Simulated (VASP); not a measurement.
# Hg (C2/m) in VASP: notebook, part 2 of 2

VASP 6.6.1. The steps go on from the part before.

### 3 Single point, PBEsol

This run uses another cell than the first one, of 27.79 Å³/atom, 1.005 times its volume.

Input file INCAR:

```
PREC = Accurate ; ENCUT = 500
EDIFF = 1E-6 ; ISMEAR = 1
SIGMA = 0.1 ; LREAL = F
LASPH = T ; NELM = 120
ALGO = Normal ; ISIF = 2
LWAVE = F ; LCHARG = F
GGA = PS ; NELECT = 12.5
NBANDS = 12 ; GGA_COMPAT = F
```

Input file KPOINTS:

```
regular mesh
0
Gamma
  6 6 6
```

Input file POSCAR:

```
Hg
1.0
    2.2339762741     -2.0458582601      0.0000000000
    2.2339762741      2.0458582601      0.0000000000
   -0.3487351701      0.0000000000      3.0398006871
Hg
1
Direct
    0.5000000000      0.5000000000      0.5000000000
```

Potentials or basis: VASP PAW PBE potentials, release 64 (Hg).

Started as:

```sh
$ cat potpaw_PBE.64/Hg/POTCAR > POTCAR
$ mpirun -np 1 vasp_std > vasp.out
```

OUTCAR:

```text
PREC = Accurate
   ENCUT = 500
   EDIFF = 1E-6
   ISMEAR = 1
   LREAL = F
   LASPH = T
   NELM = 120
   ISIF = 2
   GGA = PS
   NELECT = 12.5

 ion  position               nearest neighbor table
   1  0.500  0.500  0.500-

  LATTYP: Found a base centered monoclinic cell.
 ALAT       =     4.4679525482
 B/A-ratio  =     0.9157922955
 C/A-ratio  =     0.6848191074
 COS(beta)  =    -0.1139754530

  Lattice vectors:

 A1 = (   2.2339762741,  -2.0458582601,   0.0000000000)
 A2 = (   2.2339762741,   2.0458582601,   0.0000000000)
 A3 = (  -0.3487351701,   0.0000000000,   3.0398006871)

Analysis of symmetry for initial positions (statically):
=====================================================================
 Subroutine PRICEL returns:
 Original cell was already a primitive cell.

 Routine SETGRP: Setting up the symmetry group for a
 base centered monoclinic supercell.

 Subroutine GETGRP returns: Found  4 space group operations
 (whereof  4 operations were pure point group operations)
 out of a pool of  4 trial point group operations.

The static configuration has the point symmetry C_2h.

Analysis of symmetry for dynamics (positions and initial velocities):
[... 164 lines left out ...]

 k-point     1 :       0.0000    0.0000    0.0000
  band No.  band energies     occupation
      1      -6.9707      2.00000
      2      -6.4048      2.00000
      3      -6.3708      2.00000
      4      -4.4766      2.00000
      5      -4.4614      2.00000
      6      -4.4224      2.00000
      7      10.9119      0.00000
      8      11.2427      0.00000
      9      11.3075      0.00000
     10      14.2615      0.00000
     11      16.1578      0.00000
     12      16.3632      0.00000
[... 331 lines left out ...]
 k-point    24 :      -0.1667    0.1667    0.1667
  band No.  band energies     occupation
      1      -5.9536      2.00000
      2      -5.8733      2.00000
      3      -5.5786      2.00000
      4      -4.8095      2.00000
      5      -4.7201      2.00000
      6      -4.4971      2.00000
      7       7.7151      0.00000
      8       8.6315      0.00000
      9       8.9441      0.00000
     10      17.3680      0.00000
     11      19.4557      0.00000
     12      20.6208      0.00000

 [... further k-points ...]
[... 5 lines left out ...]
  --------------------------------------------------------------------------------------
  -------------------------------------------------------------------------------------
  Total        2.8449913      3.0834975      2.8673878      0.0000000      0.0000000      0.1959379
  in kB      164.0447455    177.7972238    165.3361488      0.0000000      0.0000000     11.2979574
  external PRESSURE =     169.0593727 kB  Pullay stress =       0.0000000 kB

 VOLUME and BASIS-vectors are now :
 -----------------------------------------------------------------------------
  energy-cutoff  :      500.00
  volume of cell :       27.79
      direct lattice vectors                 reciprocal lattice vectors
     2.233976274 -2.045858260  0.000000000     0.223816164 -0.244396208  0.025676870
     2.233976274  2.045858260  0.000000000     0.223816164  0.244396208  0.025676870
    -0.348735170  0.000000000  3.039800687     0.000000000  0.000000000  0.328968937

 POSITION                                       TOTAL-FORCE (eV/Angst)
 -----------------------------------------------------------------------------------
      2.05961      0.00000      1.51990        -0.000000      0.000000      0.000000
 -----------------------------------------------------------------------------------
    total drift:                               -0.000000     -0.000000     -0.000000

  FREE ENERGIE OF THE ION-ELECTRON SYSTEM (eV)
  ---------------------------------------------------
  free  energy   TOTEN  =         0.4894716451 eV

  energy  without entropy=        0.4906062759  energy(sigma->0) =        0.48984986
```

OSZICAR:

```text
N       E                     dE             d eps       ncg     rms          rms(c)
DAV:   1     0.763908018988E+02    0.76391E+02   -0.63461E+03  1640   0.934E+02
DAV:   2     0.196807195839E+01   -0.74423E+02   -0.70919E+02  1800   0.233E+02
DAV:   3     0.598683483072E+00   -0.13694E+01   -0.13678E+01  1948   0.350E+01
DAV:   4     0.597127964741E+00   -0.15555E-02   -0.15555E-02  1812   0.123E+00
DAV:   5     0.597125227854E+00   -0.27369E-05   -0.27365E-05  1928   0.487E-02    0.379E+00
DAV:   6     0.467705329791E+00   -0.12942E+00   -0.39287E-02  1772   0.174E+00    0.249E+00
DAV:   7     0.477700990083E+00    0.99957E-02   -0.18455E-01  1860   0.472E+00    0.111E+00
DAV:   8     0.485458776282E+00    0.77578E-02   -0.10483E-02  1780   0.135E+00    0.710E-01
DAV:   9     0.489464683533E+00    0.40059E-02   -0.17378E-02  1928   0.152E+00    0.103E-01
DAV:  10     0.489471999990E+00    0.73165E-05   -0.12482E-04  1740   0.108E-01    0.149E-02
DAV:  11     0.489471645061E+00   -0.35493E-06   -0.11016E-06  1656   0.948E-03
   1 F= 0.48947165E+00 E0= 0.48984986E+00  d E =-.113463E-02
```

stdout:

```text
POSCAR found type information on POSCAR Hg
 POSCAR found :  1 types and       1 ions
 scaLAPACK will be used
 -----------------------------------------------------------------------------
|                                                                             |
|                                                                             |
|     You enforced a specific xc type in the INCAR file but a different       |
|     I HOPE YOU KNOW WHAT YOU ARE DOING!                                     |
|                                                                             |
 -----------------------------------------------------------------------------

 LDA part: xc-table for (Slater+PW92), standard interpolation
 POSCAR, INCAR and KPOINTS ok, starting setup
 FFT: planning ... GRIDC
 FFT: planning ... GRID_SOFT
 FFT: planning ... GRID
 WAVECAR not read
 entering main loop
 the old and the new charge density differ
 old charge density:    12.00000 new   12.50000
    0.379E+00
```

Wall time 6.4 s (1 thread of Intel Xeon Platinum 8488C (Sapphire Rapids), shared host); peak memory 0.15 GiB.

What came out:

```
Free energy : 0.4895 eV
```

Caveat: the cell carries a net charge on a neutralising background, which shifts energy and pressure; the cell is charged against a uniform background, so pressure and absolute levels hang on convention; the PAW data sets were made with another functional, which shifts forces and pressure a little; spin-orbit coupling is left out, which moves the levels of the heavy elements.

### 4 Single point, PBEsol

This run uses another cell than the first one, of 28.06 Å³/atom, 1.015 times its volume.

Input file INCAR:

```
SYSTEM = Hg
PREC = Accurate ; ENCUT = 500
EDIFF = 1E-6 ; ISMEAR = 1
SIGMA = 0.13605693122994 ; LREAL = .FALSE.
LASPH = .TRUE. ; NELM = 120
ALGO = Normal ; ISIF = 2
LWAVE = .FALSE. ; LCHARG = .FALSE.
GGA = PS ; NBANDS = 12
GGA_COMPAT = .FALSE.
```

Input file KPOINTS:

```
Automatic mesh
0
G
  6 6 6
  0 0 0
```

Input file POSCAR:

```
Hg
1.0
    2.2413981767     -2.0526551813      0.0000000000
    2.2413981767      2.0526551813      0.0000000000
   -0.3498937672      0.0000000000      3.0498997669
Hg
1
Direct
    0.5000000000      0.5000000000      0.5000000000
```

Started as:

```sh
$ cat potpaw_PBE.64/Hg/POTCAR > POTCAR
$ mpirun -np 1 vasp_std > vasp.out
```

Run time: 8.4 s. Hardware: 1 thread of Intel Xeon Platinum 8488C (Sapphire Rapids), shared host; peak memory 0.15 GiB.

The run converged. Its results:

```
Free energy            : -0.5530 eV
Pressure               : -3.3 GPa
Band gap on the k mesh : zero (band 6 reaches 4.68 eV, above the bottom of band 7 at -0.18 eV)
```

Stress tensor (GPa, compression positive):
```
-2.69  0.00 -0.25
 0.00 -3.32  0.00
-0.25  0.00 -3.85
```

Levels at points of the mesh, in eV from the Fermi level:
| k point | band 2 | band 3 | band 4 | band 5 | band 6 | band 7 | band 8 | band 9 | band 10 | band 11 |
| --- | --- | --- | --- | --- | --- | --- | --- | --- | --- | --- |
| (0.00, 0.00, 0.00) | -7.58 | -7.54 | -5.71 | -5.69 | -5.66 | 9.86 | 10.19 | 10.27 | 13.34 | 15.12 |
| (0.50, 0.00, 0.00) | -7.27 | -6.28 | -6.19 | -5.64 | -2.58 | -1.39 | 12.77 | 13.04 | 15.33 | 15.99 |
| (0.50, 0.50, 0.00) | -7.15 | -6.18 | -6.14 | -5.10 | 0.69 | 1.17 | 2.42 | 7.54 | 15.01 | 18.17 |
| (0.00, 0.00, 0.50) | -7.33 | -6.24 | -6.16 | -5.63 | -2.73 | -1.42 | 13.01 | 13.01 | 15.44 | 15.99 |
| (0.50, 0.00, 0.50) | -7.23 | -6.15 | -6.11 | -5.14 | 0.56 | 1.13 | 2.31 | 7.45 | 15.21 | 18.32 |
| (0.50, 0.50, 0.50) | -7.05 | -7.02 | -5.12 | -5.08 | 3.43 | 4.06 | 5.56 | 5.57 | 9.06 | 10.47 |

Caveat: the PAW data sets were made with another functional, which shifts forces and pressure a little; spin-orbit coupling is left out, which moves the levels of the heavy elements.

### 5 Single point, PBE

This run uses another cell than the first one, of 27.79 Å³/atom, 1.005 times its volume.

Input file INCAR:

```
SYSTEM = Hg
PREC = Accurate ; ENCUT = 500
EDIFF = 1E-6 ; ISMEAR = -5
SIGMA = 0.1 ; LREAL = .FALSE.
LASPH = .TRUE. ; NELM = 120
ALGO = Normal ; ISIF = 2
LWAVE = .FALSE. ; LCHARG = .FALSE.
GGA = PE ; NBANDS = 12
GGA_COMPAT = .FALSE.
```

KPOINTS is that of step 4.

Input file POSCAR:

```
Hg
1.0
    2.2339762741     -2.0458582601      0.0000000000
    2.2339762741      2.0458582601      0.0000000000
   -0.3487351701      0.0000000000      3.0398006871
Hg
1
Direct
    0.5000000000      0.5000000000      0.5000000000
```

Started as:

```sh
$ cat potpaw_PBE.64/Hg/POTCAR > POTCAR
$ mpirun -np 1 vasp_std > vasp.out
```

Wall time 7.8 s (1 thread of Intel Xeon Platinum 8488C (Sapphire Rapids), shared host); peak memory 0.15 GiB.

The run converged. Its results:

| Quantity | Value |
| --- | --- |
| Free energy | -0.1619 eV |
| Pressure | 4.0 GPa |
| Band gap on the k mesh | zero (band 6 reaches 5.03 eV, above the bottom of band 7 at 0.15 eV) |

Stress tensor (GPa, compression positive):
```
 5.01  0.00 -0.76
 0.00  3.55  0.00
-0.76  0.00  3.43
```

Levels at points of the mesh, in eV from the Fermi level:
```
           k point  band 3  band 4  band 5  band 6  band 7  band 8  band 9  band 10
(0.00, 0.00, 0.00)   -7.90   -6.05   -6.03   -5.99    9.60    9.92   10.02    13.26
(0.50, 0.00, 0.00)   -6.63   -6.53   -5.98   -2.87   -1.70   12.53   12.81    15.11
(0.50, 0.50, 0.00)   -6.53   -6.49   -5.42    0.43    0.86    2.12    7.36    14.80
(0.00, 0.00, 0.50)   -6.59   -6.50   -5.97   -3.03   -1.73   12.77   12.79    15.21
(0.50, 0.00, 0.50)   -6.49   -6.45   -5.45    0.30    0.83    2.01    7.27    15.00
(0.50, 0.50, 0.50)   -7.38   -5.43   -5.39    3.15    3.83    5.28    5.29     8.86
```

Caveat: spin-orbit coupling is left out, which moves the levels of the heavy elements; tetrahedron occupations give inexact forces and stress in metals.

### 6 Overview

| level | cell | smearing | gap on the mesh (eV) | pressure (GPa) |
| --- | --- | --- | --- | --- |
| PBE | a = 3.024, b = 3.024, c = 3.055 Å, angles 94.8, 94.8, 85.0°, 1 atom | gaussian 0.1 eV | none | 0.8 |
| PBEsol | a = 3.039, b = 3.039, c = 3.070 Å, angles 94.8, 94.8, 85.0°, 1 atom | methfessel-paxton 0.136057 eV | none | -3.3 |
| PBE | a = 3.029, b = 3.029, c = 3.060 Å, angles 94.8, 94.8, 85.0°, 1 atom | tetrahedron | none | 4.0 |

Alike in all rows: task single point; potentials or basis VASP PAW PBE potentials, release 64 (Hg); no spin polarisation; k mesh 6 × 6 × 6; cutoff (eV) 500.

Caveats: spin-orbit coupling is left out, which moves the levels of the heavy elements; the PAW data sets were made with another functional, which shifts forces and pressure a little (some runs); tetrahedron occupations give inexact forces and stress in metals (some runs).

Absolute energies hang on the potentials; compare differences alone.
